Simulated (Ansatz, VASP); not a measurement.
Cu2O: VASP beside Ansatz

```
CELL_PARAMETERS angstrom
4.22265 0.00000 0.00000
0.00000 4.22265 0.00000
0.00000 0.00000 4.22265
ATOMIC_POSITIONS crystal
Cu 0.25000 0.25000 0.25000
Cu 0.25000 0.75000 0.75000
Cu 0.75000 0.75000 0.25000
Cu 0.75000 0.25000 0.75000
O 0.00000 0.00000 0.00000
O 0.50000 0.50000 0.50000
```

Alike in both runs: functional PBEsol; k mesh 6 × 6 × 6; no spin polarisation.

Ansatz relaxed the structure, and its values are those at the end. VASP's run is a single point on that final structure, the one shown.

```csv
,VASP,Ansatz
version,VASP 6.6.1,Ansatz 0.2.0
potentials or method,"VASP PAW PBE potentials, release 64 (Cu, O)","plane waves, PAW"
plane-wave cutoff (eV),600,420
occupations,"gaussian, width 0.01 eV",fixed
valence electrons in the cell,56,88
```

VASP gave:

* pressure (GPa): 0.8

Which values does Ansatz return?

Pressure (GPa): 0.0.

VASP's potentials were made for PBE, not for PBEsol. VASP's potentials hold 56 valence electrons a cell and Ansatz's 88, so a difference there can come from the potentials and not from the codes.
